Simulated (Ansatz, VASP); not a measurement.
Two plane-wave programs on Ca3AsP

```
CELL_PARAMETERS angstrom
5.33390 0.00000 0.00000
0.00000 5.33390 0.00000
0.00000 0.00000 5.33390
ATOMIC_POSITIONS crystal
As 0.00000 0.00000 0.00000
Ca 0.50000 0.50000 0.00000
Ca 0.50000 0.00000 0.50000
Ca 0.00000 0.50000 0.50000
P 0.50000 0.50000 0.50000
```

Alike in both runs: task relaxation of cell and atoms; functional PBE; dispersion D4; k mesh 5 × 5 × 5; occupations fermi-dirac, width 0.05 eV; no spin polarisation.

|  | VASP | Ansatz |
| --- | --- | --- |
| version | VASP 6.6.1 | Ansatz 0.2.0 |
| potentials or method | VASP PAW PBE potentials, release 64 (As, Ca_sv, P) | Ansatz PAW |
| plane-wave cutoff (eV) | 600 | 420 |
| valence electrons in the cell | 40 | 50 |

```csv
,VASP,Ansatz,Ansatz less VASP
"gap on the k mesh at the Fermi level, each at its own relaxed structure (eV)",0.24,0.25,+0.010
relaxed volume (Å³/atom),29.64,29.57,-0.072
relaxed cell length with the largest relative difference (Å),5.292,5.288,-0.0043
```

VASP's potentials hold 40 valence electrons a cell and Ansatz's 50, so a difference there can come from the potentials and not from the codes.

Noted on Ansatz's run: odd divisions of the mesh miss points on the zone boundary, where band edges often lie, so the gap on the mesh can be too wide; the plane-wave basis is chosen anew once the cell has moved, so the energies of steps on either side of that aren't comparable.
